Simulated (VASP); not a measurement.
Pt:

```xyz
1
Lattice="0.0000 1.9867 1.9867 1.9867 0.0000 1.9867 1.9867 1.9867 0.0000" Properties=species:S:1:pos:R:3 pbc="T T T"
Pt    0.0000    0.0000    0.0000
```

Base run:

- Program: VASP 6.6.1
- Functional: LDA
- Potentials or basis: VASP PAW LDA potentials, release 64 (Pt)
- Cutoff: 520 eV
- k mesh: 12 × 12 × 12
- Occupations: fermi-dirac, width 0.05 eV
- Spin: no spin polarisation

Its results: band gap on the k mesh zero (band 5 reaches 10.85 eV, above the bottom of band 6 at 8.78 eV); pressure -15.1 GPa.

Task: The run is repeated on the same cell with these changes: functional from LDA to PBE; potentials or basis from VASP PAW LDA potentials, release 64 (Pt) to VASP PAW PBE potentials, release 64 (Pt). What comes out?

Result: Band gap on the k mesh zero (band 5 reaches 10.99 eV, above the bottom of band 6 at 8.91 eV); pressure -0.9 GPa.

Caveats: spin-orbit coupling is left out, which moves the levels of the heavy elements.
